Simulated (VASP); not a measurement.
# InAs (F-43m) in VASP: electric field gradients with PBE

Aim: the electric field gradients of InAs with PBE.

All numbers are computed with VASP 6.6.1; they aren't measurements. Logs are shortened: lines on timing, memory, paths and dates and some standing lists are left out, and cuts for length are marked.

## 1. The cell of the first run

The structure is cubic, space group F-43m (No. 216). The conventional cell has a = 6.058 Å, b = 6.058 Å, c = 6.058 Å, α = 90.00°, β = 90.00°, γ = 90.00°. In (site symmetry -43m) has 4 As at 2.62 Å within 3.5 Å. As (site symmetry -43m) has 4 In at 2.62 Å within 3.5 Å.

## 2. Electric field gradients, PBE

Contents of INCAR:

```
PREC = Accurate
ENCUT = 520
EDIFF = 1E-8
ISMEAR = -1
SIGMA = 0.02
LREAL = F
LASPH = T
NELM = 80
ALGO = Normal
ISIF = 2
LWAVE = F
LCHARG = F
GGA = PE
LEFG = T
NBANDS = 16
```

Contents of KPOINTS:

```
regular mesh
0
Gamma
  12 12 12
```

Contents of POSCAR:

```
InAs
1.0
    0.0000000000      3.0290000000      3.0290000000
    3.0290000000      0.0000000000      3.0290000000
    3.0290000000      3.0290000000      0.0000000000
In As
1 1
Direct
    0.0000000000      0.0000000000      0.0000000000
    0.2500000000      0.2500000000      0.2500000000
```

Potentials or basis: VASP PAW PBE potentials, release 64 (In_d, As).

Started as:

```
$ cat potpaw_PBE.64/In_d/POTCAR potpaw_PBE.64/As/POTCAR > POTCAR
$ mpirun -np 1 vasp_std > vasp.out
```

OUTCAR:

```text
PREC = Accurate
   ENCUT = 520
   EDIFF = 1E-8
   ISMEAR = -1
   LREAL = F
   LASPH = T
   NELM = 80
   ISIF = 2
   GGA = PE

 ion  position               nearest neighbor table
   1  0.000  0.000  0.000-   2 2.62   2 2.62   2 2.62   2 2.62
   2  0.250  0.250  0.250-   1 2.62   1 2.62   1 2.62   1 2.62

  LATTYP: Found a face centered cubic cell.
 ALAT       =     6.0580000000

  Lattice vectors:

 A1 = (   0.0000000000,   3.0290000000,   3.0290000000)
 A2 = (   3.0290000000,   0.0000000000,   3.0290000000)
 A3 = (   3.0290000000,   3.0290000000,   0.0000000000)

Analysis of symmetry for initial positions (statically):
=====================================================================
 Subroutine PRICEL returns:
 Original cell was already a primitive cell.

 Routine SETGRP: Setting up the symmetry group for a
 face centered cubic supercell.

 Subroutine GETGRP returns: Found 24 space group operations
 (whereof 24 operations were pure point group operations)
 out of a pool of 48 trial point group operations.

The static configuration has the point symmetry T_d .

Analysis of symmetry for dynamics (positions and initial velocities):
=====================================================================
 Subroutine PRICEL returns:
 Original cell was already a primitive cell.

 Routine SETGRP: Setting up the symmetry group for a
 face centered cubic supercell.

 Subroutine GETGRP returns: Found 24 space group operations
 (whereof 24 operations were pure point group operations)
 out of a pool of 48 trial point group operations.

The dynamic configuration has the point symmetry T_d .

 Subroutine INISYM returns: Found 24 space group operations
 (whereof 24 operations are pure point group operations),
 and found     1 'primitive' translations

----------------------------------------------------------------------------------------

                                     Primitive cell

  volume of cell :      55.5812

  direct lattice vectors                    reciprocal lattice vectors
     0.000000000  3.029000000  3.029000000    -0.165070981  0.165070981  0.165070981
     3.029000000  0.000000000  3.029000000     0.165070981 -0.165070981  0.165070981
     3.029000000  3.029000000  0.000000000     0.165070981  0.165070981 -0.165070981

  length of vectors
     4.283652880  4.283652880  4.283652880     0.285911325  0.285911325  0.285911325

  position of ions in fractional coordinates (direct lattice)
     0.000000000  0.000000000  0.000000000
     0.250000000  0.250000000  0.250000000

  ion indices of the primitive-cell ions
   primitive index   ion index
                 1           1
                 2           2

----------------------------------------------------------------------------------------

 KPOINTS: regular mesh

Automatic generation of k-mesh.
 Grid dimensions read from file:
 generate k-points for:   12   12   12

 Generating k-lattice:

  Cartesian coordinates                     Fractional coordinates (reciprocal lattice)
    -0.013755915  0.013755915  0.013755915     0.083333333  0.000000000  0.000000000
     0.013755915 -0.013755915  0.013755915     0.000000000  0.083333333  0.000000000
     0.013755915  0.013755915 -0.013755915     0.000000000  0.000000000  0.083333333

  Length of vectors
     0.023825944  0.023825944  0.023825944

  Shift w.r.t. Gamma in fractional coordinates (k-lattice)
     0.000000000  0.000000000  0.000000000

 Subroutine IBZKPT returns following result:
 ===========================================

 Found     72 irreducible k-points:

 Following reciprocal coordinates:
            Coordinates               Weight
  0.000000  0.000000  0.000000      1.000000
  0.083333  0.000000  0.000000      8.000000
  0.166667  0.000000  0.000000      8.000000
  0.250000  0.000000  0.000000      8.000000
  0.333333  0.000000  0.000000      8.000000
  0.416667  0.000000  0.000000      8.000000
[... 16 lines left out ...]
  0.500000  0.166667  0.000000     24.000000
 -0.416667  0.166667  0.000000     24.000000
 [... further k-points ...]
   k-points           NKPTS =     72   k-points in BZ     NKDIM =     72   number of bands    NBANDS=     16
   number of dos      NEDOS =    301   number of ions     NIONS =      2
   total plane-waves  NPLWV =  32768
   dimension x,y,z NGX =    32 NGY =   32 NGZ =   32
   dimension x,y,z NGXF=    64 NGYF=   64 NGZF=   64
   ions per type =               1   1
   NGX,Y,Z   is equivalent  to a cutoff of  12.42, 12.42, 12.42 a.u.
   NGXF,Y,Z  is equivalent  to a cutoff of  24.84, 24.84, 24.84 a.u.
 SYSTEM =  unknown system
   PREC   = accura    normal or accurate (medium, high low for compatibility)
   ISTART =      0    job   : 0-new  1-cont  2-samecut
   ICHARG =      2    charge: 1-file 2-atom 10-const
   ISPIN  =      1    spin polarized calculation?
   LNONCOLLINEAR =      F non collinear calculations
   LSORBIT =      F    spin-orbit coupling
   LASPH  =      T    aspherical Exc in radial PAW
   ENCUT  =  520.0 eV  38.22 Ry    6.18 a.u.   7.96  7.96  7.96*2*pi/ulx,y,z
   NELM   =     80;   NELMIN=  2; NELMDL= -5     # of ELM steps
   EDIFF  = 0.1E-07   stopping-criterion for ELM
   LREAL  =      F    real-space projection
   EDIFFG = 0.1E-06   stopping-criterion for IOM
   NSW    =      0    number of steps for IOM
   IBRION =     -1    ionic relax: 0-MD 1-quasi-New 2-CG
   NFREE  =      0    steps in history (QN), initial steepest desc. (CG)
   ISIF   =      2    stress and relaxation
   ISYM   =      2    0-nonsym 1-usesym 2-fastsym
   POTIM  = 0.5000    time-step for ionic-motion
   TEBEG  =    0.0;   TEEND  =   0.0 temperature during run
   PSTRESS=    0.0 pullay stress
   NELECT =      18.0000    total number of electrons
   NUPDOWN=      -1.0000    fix difference up-down
   EMIN   =  10.00;   EMAX   =-10.00  energy-range for DOS
   EFERMI =   0.00;   METHOD = LEGACY
   ISMEAR =    -1;   SIGMA  =   0.02  broadening in eV -4-tet -1-fermi 0-gaus
   EFERMI_NEDOS =   21; number of points for ismear=-14 and -15
   IALGO  =     38    algorithm
   IMIX   =      4    mixing-type and parameters
     AMIX     =   0.40;   BMIX     =  1.00
     AMIX_MAG =   1.60;   BMIX_MAG =  1.00
  volume/ion in A,a.u.               =      27.79       187.54
  Fermi-wavevector in a.u.,A,eV,Ry     =   1.124233  2.124493 17.196406  1.263900
  Thomas-Fermi vector in A             =   2.260904
   LORBIT       =      0    0 simple, 1 ext, 2 COOP (PROOUT), +10 PAW based schemes
   GGA     = PE    functional components
   LHFCALC =     F    Hartree Fock is set to
   AEXX    =    0.0000 exact exchange contribution
   IVDW    =     0    specifies the selected vdW correction
   LEPSILON=     F    determine dielectric tensor
   LRPA    =     F    only Hartree local field effects (RPA)
 non-spin polarized calculation
  energy-cutoff  :      520.00
  volume of cell :       55.58
 maximum number of plane-waves:      1524
   NGX = 15   NGY = 15   NGZ = 15

 number of electron      17.9999990 magnetization

 Free energy of the ion-electron system (eV)
  ---------------------------------------------------
  ext. energy  EPLUGINS =         0.00000000
  ---------------------------------------------------
  free energy    TOTEN  =        -7.68014632 eV

  energy without entropy =       -7.68008801  energy(sigma->0) =       -7.68011716

 E-fermi :   4.4690     XC(G=0):  -9.0692

 val. band max:        4.4519089868   @ k =   0.0000   0.0000   0.0000
 cond. band min:       5.2555715770   @ k =   0.0833   0.0000   0.0000
 fundamental gap:      0.8036625902
 Fermi energy:         4.4690322616

 k-point     1 :       0.0000    0.0000    0.0000
  band No.  band energies     occupation
      1      -9.9278      2.00000
      2      -9.9278      2.00000
      3      -9.9278      2.00000
      4      -9.8042      2.00000
      5      -9.8042      2.00000
      6      -7.3741      2.00000
[... 8 lines left out ...]
     15      14.1193      0.00000
     16      14.1193      0.00000

 k-point     2 :       0.0833    0.0000    0.0000
  band No.  band energies     occupation
      1      -9.9368      2.00000
      2      -9.9251      2.00000
      3      -9.9251      2.00000
      4      -9.8043      2.00000
      5      -9.8043      2.00000
      6      -7.3023      2.00000
[... 8 lines left out ...]
     15      13.5473      0.00000
     16      13.5473      0.00000

 k-point     3 :       0.1667    0.0000    0.0000
  band No.  band energies     occupation
      1      -9.9607      2.00000
      2      -9.9182      2.00000
      3      -9.9182      2.00000
      4      -9.8042      2.00000
      5      -9.8042      2.00000
      6      -7.0946      2.00000
[... 8 lines left out ...]
     15      13.0441      0.00000
     16      13.0441      0.00000

 k-point     4 :       0.2500    0.0000    0.0000
  band No.  band energies     occupation
      1      -9.9915      2.00000
      2      -9.9097      2.00000
      3      -9.9097      2.00000
      4      -9.8030      2.00000
      5      -9.8030      2.00000
      6      -6.7767      2.00000
[... 8 lines left out ...]
     15      13.0072      0.00000
     16      13.0072      0.00000

 k-point     5 :       0.3333    0.0000    0.0000
  band No.  band energies     occupation
      1     -10.0207      2.00000
      2      -9.9025      2.00000
      3      -9.9025      2.00000
      4      -9.8004      2.00000
      5      -9.8004      2.00000
      6      -6.4000      2.00000
[... 8 lines left out ...]
     15      13.5191      0.00000
     16      13.5191      0.00000

 k-point     6 :       0.4167    0.0000    0.0000
  band No.  band energies     occupation
      1     -10.0410      2.00000
      2      -9.8982      2.00000
      3      -9.8982      2.00000
      4      -9.7975      2.00000
      5      -9.7975      2.00000
      6      -6.0640      2.00000
[... 8 lines left out ...]
     15      14.4384      0.00000
     16      14.4384      0.00000
[... 267 lines left out ...]
 k-point    21 :       0.3333    0.1667    0.0000
  band No.  band energies     occupation
      1     -10.0281      2.00000
      2      -9.8945      2.00000
      3      -9.8906      2.00000
      4      -9.8159      2.00000
      5      -9.7939      2.00000
      6      -6.4388      2.00000
[... 8 lines left out ...]
     15      14.5118      0.00000
     16      14.5698      0.00000

 k-point    22 :       0.4167    0.1667    0.0000
  band No.  band energies     occupation
      1     -10.0470      2.00000
      2      -9.8912      2.00000
      3      -9.8852      2.00000
      4      -9.8132      2.00000
      5      -9.7928      2.00000
      6      -6.0837      2.00000
[... 8 lines left out ...]
     15      14.5553      0.00000
     16      15.2108      0.00000

 k-point    23 :       0.5000    0.1667    0.0000
  band No.  band energies     occupation
      1     -10.0573      2.00000
      2      -9.8901      2.00000
      3      -9.8834      2.00000
      4      -9.8083      2.00000
      5      -9.7940      2.00000
      6      -5.8156      2.00000
[... 8 lines left out ...]
     15      14.8600      0.00000
     16      15.2940      0.00000

 k-point    24 :      -0.4167    0.1667    0.0000
  band No.  band energies     occupation
      1     -10.0571      2.00000
      2      -9.8905      2.00000
      3      -9.8849      2.00000
      4      -9.8035      2.00000
      5      -9.7981      2.00000
      6      -5.7736      2.00000
[... 8 lines left out ...]
     15      14.1308      0.00000
     16      14.5779      0.00000

 [... further k-points ...]
[... 5 lines left out ...]
  --------------------------------------------------------------------------------------
  -------------------------------------------------------------------------------------
  Total        1.2539074      1.2539074      1.2539074      0.0000000      0.0000000     -0.0000000
  in kB       36.1450014     36.1450014     36.1450014      0.0000000      0.0000000     -0.0000000
  external PRESSURE =      36.1450014 kB  Pullay stress =       0.0000000 kB

 VOLUME and BASIS-vectors are now :
 -----------------------------------------------------------------------------
  energy-cutoff  :      520.00
  volume of cell :       55.58
      direct lattice vectors                 reciprocal lattice vectors
     0.000000000  3.029000000  3.029000000    -0.165070981  0.165070981  0.165070981
     3.029000000  0.000000000  3.029000000     0.165070981 -0.165070981  0.165070981
     3.029000000  3.029000000  0.000000000     0.165070981  0.165070981 -0.165070981

 POSITION                                       TOTAL-FORCE (eV/Angst)
 -----------------------------------------------------------------------------------
      0.00000      0.00000      0.00000         0.000000     -0.000000      0.000000
      1.51450      1.51450      1.51450        -0.000000      0.000000     -0.000000
 -----------------------------------------------------------------------------------
    total drift:                               -0.000000     -0.000000     -0.000000

  FREE ENERGIE OF THE ION-ELECTRON SYSTEM (eV)
  ---------------------------------------------------
  free  energy   TOTEN  =        -7.6801463198 eV

  energy  without entropy=       -7.6800880061  energy(sigma->0) =       -7.68011716

 Electric field gradients (V/A^2)
---------------------------------------------------------------------
 ion       V_xx      V_yy      V_zz      V_xy      V_xz      V_yz
---------------------------------------------------------------------
   1      -0.000    -0.000    -0.000    -0.000    -0.000    -0.000
   2       0.000    -0.000     0.000     0.000     0.000     0.000
---------------------------------------------------------------------

 Electric field gradients after diagonalization (V/A^2)
 (convention: |V_zz| > |V_xx| > |V_yy|)
----------------------------------------------------------------------
 ion       V_xx      V_yy      V_zz     asymmetry (V_yy - V_xx)/ V_zz
----------------------------------------------------------------------
   1       0.000     0.000    -0.001       0.000
   2      -0.000    -0.000     0.000       0.000
----------------------------------------------------------------------

           NMR quadrupolar parameters

 Cq : quadrupolar parameter    Cq=e*Q*V_zz/h
 eta: asymmetry parameters     (V_yy - V_xx)/ V_zz
 Q  : nuclear electric quadrupole moment in mb (millibarn)
----------------------------------------------------------------------
 ion       Cq(MHz)       eta       Q (mb)
----------------------------------------------------------------------
   1      -0.000       0.000       1.000
   2       0.000       0.000       1.000
----------------------------------------------------------------------
```

Run time: 84 s. Hardware: 1 thread of Intel Xeon 8259CL, shared host; peak memory 0.22 GiB.

Results:

```yaml
Free_energy: -7.6801 eV
Pressure: 3.6 GPa
Band_gap_on_the_k_mesh: zero (filled and empty bands touch)
Largest_electric_field_gradient_by_atom: zero within the noise of the run
```

Caveat: the cell stands under pressure; semilocal functionals underestimate gaps, so a narrow gap can read as zero; spin-orbit coupling is left out, which moves the levels of the heavy elements.
